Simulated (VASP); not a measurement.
# BN (P-1) in VASP: a series of runs

Runs on BN. Level: PBEsol. Tasks: electric field gradients.

All numbers are computed with VASP 6.6.1; they aren't measurements. Logs are shortened: lines on timing, memory, paths and dates and some standing lists are left out, and cuts for length are marked.

## (1) The cell of the first run

The typed cell holds 4 atoms: a = 2.504 Å, b = 2.526 Å, c = 6.662 Å, α = 90.41°, β = 91.14°, γ = 120.85°.

## (2) Electric field gradients, PBEsol (equal xy, yz and zx shear strains of -2 %)

Input file INCAR:

```
SYSTEM = BN
PREC = Accurate ; ENCUT = 520
EDIFF = 1E-8 ; ISMEAR = -1
SIGMA = 0.02 ; LREAL = .False.
LASPH = .True. ; NELM = 80
ALGO = Normal ; ISIF = 2
LWAVE = .False. ; LCHARG = .False.
GGA = PS ; LEFG = .True.
NBANDS = 16
```

Input file KPOINTS:

```
regular mesh
0
Gamma
  11 11 4
  0 0 0
```

Input file POSCAR:

```
BN
1.0
    2.5039917043     -0.0250399170     -0.0250399170
   -1.2736810565      2.1810403853     -0.0091652458
   -0.0666120000     -0.0666120000      6.6612000000
B N
2 2
Direct
    0.3333333333      0.6666666667      0.2500000000
    0.6666666667      0.3333333333      0.7500000000
    0.3333333333      0.6666666667      0.7500000000
    0.6666666667      0.3333333333      0.2500000000
```

Potentials or basis: VASP PAW PBE potentials, release 64 (B, N).

The run is started by

```console
> cat potpaw_PBE.64/B/POTCAR potpaw_PBE.64/N/POTCAR > POTCAR
> mpirun -np 1 vasp_std > vasp.out
```

OUTCAR:

```text
SYSTEM = BN
   PREC = Accurate
   ENCUT = 520
   EDIFF = 1E-8
   ISMEAR = -1
   LREAL = .False.
   LASPH = .True.
   NELM = 80
   ISIF = 2
   GGA = PS

 ion  position               nearest neighbor table
   1  0.333  0.667  0.250-   4 1.43   4 1.45   4 1.46
   2  0.667  0.333  0.750-   3 1.43   3 1.45   3 1.46
   3  0.333  0.667  0.750-   2 1.43   2 1.45   2 1.46
   4  0.667  0.333  0.250-   1 1.43   1 1.45   1 1.46

  LATTYP: Found a triclinic cell.
 ALAT       =     2.4825737255
 B/A-ratio  =     1.0087281861
 C/A-ratio  =     2.6834514594
 COS(alpha) =     0.0198960208
 COS(beta)  =     0.0274156886
 COS(gamma) =     0.4869832429

  Lattice vectors:

 A1 = (   1.2303106478,   2.1560004683,  -0.0342051628)
 A2 = (   2.5039917043,  -0.0250399170,  -0.0250399170)
 A3 = (   0.0666120000,   0.0666120000,  -6.6612000000)

Analysis of symmetry for initial positions (statically):
=====================================================================
 Subroutine PRICEL returns:
 Original cell was already a primitive cell.

 Routine SETGRP: Setting up the symmetry group for a
 triclinic supercell.

 Subroutine GETGRP returns: Found  2 space group operations
 (whereof  2 operations were pure point group operations)
 out of a pool of  2 trial point group operations.

The static configuration has the point symmetry S_2 .

Analysis of symmetry for dynamics (positions and initial velocities):
=====================================================================
 Subroutine PRICEL returns:
 Original cell was already a primitive cell.

 Routine SETGRP: Setting up the symmetry group for a
 triclinic supercell.

 Subroutine GETGRP returns: Found  2 space group operations
 (whereof  2 operations were pure point group operations)
 out of a pool of  2 trial point group operations.

The dynamic configuration has the point symmetry S_2 .

 Subroutine INISYM returns: Found  2 space group operations
 (whereof  2 operations are pure point group operations),
 and found     1 'primitive' translations

----------------------------------------------------------------------------------------

                                     Primitive cell

  volume of cell :      36.1591

  direct lattice vectors                    reciprocal lattice vectors
     2.503991704 -0.025039917 -0.025039917     0.401772521  0.234653325  0.006364258
    -1.273681057  2.181040385 -0.009165246     0.004658961  0.461237095  0.004658961
    -0.066612000 -0.066612000  6.661200000     0.001516701  0.001516701  0.150153435

  length of vectors
     2.504242091  2.525724569  6.661866087     0.465321229  0.461284152  0.150168754

  position of ions in fractional coordinates (direct lattice)
     0.333333333  0.666666667  0.250000000
     0.666666667  0.333333333  0.750000000
     0.333333333  0.666666667  0.750000000
     0.666666667  0.333333333  0.250000000

  ion indices of the primitive-cell ions
   primitive index   ion index
                 1           1
                 2           2
                 3           3
                 4           4

----------------------------------------------------------------------------------------

 KPOINTS: regular mesh

Automatic generation of k-mesh.
 Grid dimensions read from file:
 generate k-points for:   11   11    4

 Generating k-lattice:

  Cartesian coordinates                     Fractional coordinates (reciprocal lattice)
     0.036524775  0.021332120  0.000578569     0.090909091  0.000000000  0.000000000
     0.000423542  0.041930645  0.000423542    -0.000000000  0.090909091  0.000000000
     0.000379175  0.000379175  0.037538359    -0.000000000  0.000000000  0.250000000

  Length of vectors
     0.042301930  0.041934923  0.037542189

  Shift w.r.t. Gamma in fractional coordinates (k-lattice)
     0.000000000  0.000000000  0.000000000

 Subroutine IBZKPT returns following result:
 ===========================================

 Found    243 irreducible k-points:

 Following reciprocal coordinates:
            Coordinates               Weight
  0.000000  0.000000  0.000000      1.000000
  0.090909  0.000000 -0.000000      2.000000
  0.181818 -0.000000  0.000000      2.000000
  0.272727  0.000000  0.000000      2.000000
  0.363636  0.000000 -0.000000      2.000000
  0.454545 -0.000000  0.000000      2.000000
[... 16 lines left out ...]
  0.454545  0.181818 -0.000000      2.000000
 -0.454545  0.181818 -0.000000      2.000000
 [... further k-points ...]
   k-points           NKPTS =    243   k-points in BZ     NKDIM =    243   number of bands    NBANDS=     16
   number of dos      NEDOS =    301   number of ions     NIONS =      4
   total plane-waves  NPLWV =  20000
   dimension x,y,z NGX =    20 NGY =   20 NGZ =   50
   dimension x,y,z NGXF=    40 NGYF=   40 NGZF=  100
   ions per type =               2   2
   NGX,Y,Z   is equivalent  to a cutoff of  13.28, 13.16, 12.48 a.u.
   NGXF,Y,Z  is equivalent  to a cutoff of  26.55, 26.33, 24.95 a.u.
 SYSTEM =  BN
   PREC   = accura    normal or accurate (medium, high low for compatibility)
   ISTART =      0    job   : 0-new  1-cont  2-samecut
   ICHARG =      2    charge: 1-file 2-atom 10-const
   ISPIN  =      1    spin polarized calculation?
   LNONCOLLINEAR =      F non collinear calculations
   LSORBIT =      F    spin-orbit coupling
   LASPH  =      T    aspherical Exc in radial PAW
   ENCUT  =  520.0 eV  38.22 Ry    6.18 a.u.   4.66  4.70 12.39*2*pi/ulx,y,z
   NELM   =     80;   NELMIN=  2; NELMDL= -5     # of ELM steps
   EDIFF  = 0.1E-07   stopping-criterion for ELM
   LREAL  =      F    real-space projection
   EDIFFG = 0.1E-06   stopping-criterion for IOM
   NSW    =      0    number of steps for IOM
   IBRION =     -1    ionic relax: 0-MD 1-quasi-New 2-CG
   NFREE  =      0    steps in history (QN), initial steepest desc. (CG)
   ISIF   =      2    stress and relaxation
   ISYM   =      2    0-nonsym 1-usesym 2-fastsym
   POTIM  = 0.5000    time-step for ionic-motion
   TEBEG  =    0.0;   TEEND  =   0.0 temperature during run
   PSTRESS=    0.0 pullay stress
   NELECT =      16.0000    total number of electrons
   NUPDOWN=      -1.0000    fix difference up-down
   EMIN   =  10.00;   EMAX   =-10.00  energy-range for DOS
   EFERMI =   0.00;   METHOD = LEGACY
   ISMEAR =    -1;   SIGMA  =   0.02  broadening in eV -4-tet -1-fermi 0-gaus
   EFERMI_NEDOS =   21; number of points for ismear=-14 and -15
   IALGO  =     38    algorithm
   IMIX   =      4    mixing-type and parameters
     AMIX     =   0.40;   BMIX     =  1.00
     AMIX_MAG =   1.60;   BMIX_MAG =  1.00
  volume/ion in A,a.u.               =       9.04        61.00
  Fermi-wavevector in a.u.,A,eV,Ry     =   1.247505  2.357442 21.174318  1.556268
  Thomas-Fermi vector in A             =   2.381634
   LORBIT       =      0    0 simple, 1 ext, 2 COOP (PROOUT), +10 PAW based schemes
   GGA     = PS    functional components
   LHFCALC =     F    Hartree Fock is set to
   AEXX    =    0.0000 exact exchange contribution
   IVDW    =     0    specifies the selected vdW correction
   LEPSILON=     F    determine dielectric tensor
   LRPA    =     F    only Hartree local field effects (RPA)
 non-spin polarized calculation
  energy-cutoff  :      520.00
  volume of cell :       36.16
 maximum number of plane-waves:       987
   NGX =  9   NGY =  9   NGZ = 25

 number of electron      15.9999998 magnetization

 Free energy of the ion-electron system (eV)
  ---------------------------------------------------
  ext. energy  EPLUGINS =         0.00000000
  ---------------------------------------------------
  free energy    TOTEN  =       -36.54882831 eV

  energy without entropy =      -36.54882831  energy(sigma->0) =      -36.54882831

 E-fermi :   2.7016     XC(G=0): -10.2841

 val. band max:        2.2016427696   @ k =   0.3636   0.2727  -0.0000
 cond. band min:       6.3587984763   @ k =   0.4545   0.4545   0.0000
 fundamental gap:      4.1571557067
 Fermi energy:         2.7015767126

 k-point     1 :       0.0000    0.0000    0.0000
  band No.  band energies     occupation
      1     -15.5913      2.00000
      2     -15.2940      2.00000
      3      -4.1140      2.00000
      4      -1.9634      2.00000
      5       0.8143      2.00000
      6       0.8518      2.00000
[... 8 lines left out ...]
     15      14.5742      0.00000
     16      15.1616      0.00000

 k-point     2 :       0.0909    0.0000   -0.0000
  band No.  band energies     occupation
      1     -15.4257      2.00000
      2     -15.1340      2.00000
      3      -3.8863      2.00000
      4      -1.7595      2.00000
      5       0.2566      2.00000
      6       0.2842      2.00000
[... 8 lines left out ...]
     15      14.5737      0.00000
     16      15.2142      0.00000

 k-point     3 :       0.1818   -0.0000    0.0000
  band No.  band energies     occupation
      1     -14.9391      2.00000
      2     -14.6648      2.00000
      3      -3.2129      2.00000
      4      -1.3492      2.00000
      5      -1.3143      2.00000
      6      -1.1621      2.00000
[... 8 lines left out ...]
     15      16.2687      0.00000
     16      16.5253      0.00000

 k-point     4 :       0.2727    0.0000    0.0000
  band No.  band energies     occupation
      1     -14.1708      2.00000
      2     -13.9275      2.00000
      3      -3.3434      2.00000
      4      -3.2838      2.00000
      5      -2.1305      2.00000
      6      -1.0965      2.00000
[... 8 lines left out ...]
     15      17.6567      0.00000
     16      18.8390      0.00000
[... 324 lines left out ...]
 k-point    22 :       0.3636    0.1818    0.0000
  band No.  band energies     occupation
      1     -12.1255      2.00000
      2     -12.0434      2.00000
      3      -6.2060      2.00000
      4      -6.1351      2.00000
      5      -3.5692      2.00000
      6      -3.4943      2.00000
[... 8 lines left out ...]
     15      16.8404      0.00000
     16      19.8386      0.00000

 k-point    23 :       0.4545    0.1818   -0.0000
  band No.  band energies     occupation
      1     -12.1461      2.00000
      2     -12.0599      2.00000
      3      -6.1745      2.00000
      4      -6.1028      2.00000
      5      -3.5843      2.00000
      6      -3.5107      2.00000
[... 8 lines left out ...]
     15      16.9540      0.00000
     16      19.8353      0.00000

 k-point    24 :      -0.4545    0.1818   -0.0000
  band No.  band energies     occupation
      1     -12.8885      2.00000
      2     -12.7161      2.00000
      3      -5.1278      2.00000
      4      -5.0882      2.00000
      5      -3.1086      2.00000
      6      -3.0474      2.00000
[... 8 lines left out ...]
     15      16.9621      0.00000
     16      19.1024      0.00000

 [... further k-points ...]

------------------------ aborting loop because EDIFF is reached ----------------------------------------

  FORCE on cell =-STRESS in cart. coord.  units (eV):
  Direction    XX          YY          ZZ          XY          YZ          ZX
  --------------------------------------------------------------------------------------
  -------------------------------------------------------------------------------------
  Total        0.1993202      0.1956850      0.1617947      1.6761948      0.0030585      0.0030252
  in kB        8.8316978      8.6706242      7.1689789     74.2706743      0.1355175      0.1340456
  external PRESSURE =       8.2237670 kB  Pullay stress =       0.0000000 kB

 VOLUME and BASIS-vectors are now :
 -----------------------------------------------------------------------------
  energy-cutoff  :      520.00
  volume of cell :       36.16
      direct lattice vectors                 reciprocal lattice vectors
     2.503991704 -0.025039917 -0.025039917     0.401772521  0.234653325  0.006364258
    -1.273681057  2.181040385 -0.009165246     0.004658961  0.461237095  0.004658961
    -0.066612000 -0.066612000  6.661200000     0.001516701  0.001516701  0.150153435

 POSITION                                       TOTAL-FORCE (eV/Angst)
 -----------------------------------------------------------------------------------
     -0.03111      1.42903      1.65084         0.260467      0.012252     -0.003225
      1.19481      0.66036      4.97615        -0.260467     -0.012252      0.003225
     -0.06442      1.39572      4.98144         0.264489      0.012307     -0.002520
      1.22811      0.69367      1.64555        -0.264489     -0.012307      0.002520
 -----------------------------------------------------------------------------------
    total drift:                                0.000000     -0.000000     -0.000000

  FREE ENERGIE OF THE ION-ELECTRON SYSTEM (eV)
  ---------------------------------------------------
  free  energy   TOTEN  =       -36.5488283106 eV

  energy  without entropy=      -36.5488283106  energy(sigma->0) =      -36.54882831

 Electric field gradients (V/A^2)
---------------------------------------------------------------------
 ion       V_xx      V_yy      V_zz      V_xy      V_xz      V_yz
---------------------------------------------------------------------
   1     -17.331   -17.305    34.636    -0.854     0.535     0.535
   2     -17.331   -17.305    34.636    -0.854     0.535     0.535
   3      -2.074    -2.112     4.186    -3.657     0.021     0.021
   4      -2.074    -2.112     4.186    -3.657     0.021     0.021
---------------------------------------------------------------------

 Electric field gradients after diagonalization (V/A^2)
 (convention: |V_zz| > |V_xx| > |V_yy|)
----------------------------------------------------------------------
 ion       V_xx      V_yy      V_zz     asymmetry (V_yy - V_xx)/ V_zz
----------------------------------------------------------------------
   1     -18.182   -16.464    34.646       0.050
   2     -18.182   -16.464    34.646       0.050
   3       4.186     1.564    -5.750       0.456
   4       4.186     1.564    -5.750       0.456
----------------------------------------------------------------------

           NMR quadrupolar parameters

 Cq : quadrupolar parameter    Cq=e*Q*V_zz/h
 eta: asymmetry parameters     (V_yy - V_xx)/ V_zz
 Q  : nuclear electric quadrupole moment in mb (millibarn)
----------------------------------------------------------------------
 ion       Cq(MHz)       eta       Q (mb)
----------------------------------------------------------------------
   1       0.084       0.050       1.000
   2       0.084       0.050       1.000
   3      -0.014       0.456       1.000
   4      -0.014       0.456       1.000
----------------------------------------------------------------------
```

Run time: 2.3 min. Hardware: 1 thread of Intel Xeon Platinum 8259CL at 2.50GHz (Skylake/Cascade Lake), shared host; peak memory 0.23 GiB.

What came out:

| Item | Value |
| --- | --- |
| Free energy | -36.5488 eV |
| Pressure | 0.8 GPa |
| Largest force | 0.265 eV/Å |
| Band gap on the k mesh | 4.16 eV (least direct gap 4.56 eV) |
| Largest electric field gradient by atom | B +34.6; N -5.8 V/Å² |

Forces on the atoms (eV/Å):
```
B    0.260  0.012 -0.003
B   -0.260 -0.012  0.003
N    0.264  0.012 -0.003
N   -0.264 -0.012  0.003
```

Electric field gradients, principal values (V/Å²):
| atom | least | middle | greatest (by size) |
| --- | --- | --- | --- |
| 1 B | -16.464 | -18.182 | 34.646 |
| 2 B | -16.464 | -18.182 | 34.646 |
| 3 N | 1.564 | 4.186 | -5.750 |
| 4 N | 1.564 | 4.186 | -5.750 |

Caveat: the cell differs from its parent crystal (equal xy, yz and zx shear strains of -2 %); without QUAD_EFG the Cq values of the log hold for a quadrupole moment of 1 mb, not for the nuclei; the PAW data sets were made with another functional, which shifts forces and pressure a little; an odd mesh through Γ misses points on the zone boundary, where band edges can lie.

[end of part 1 of 3]
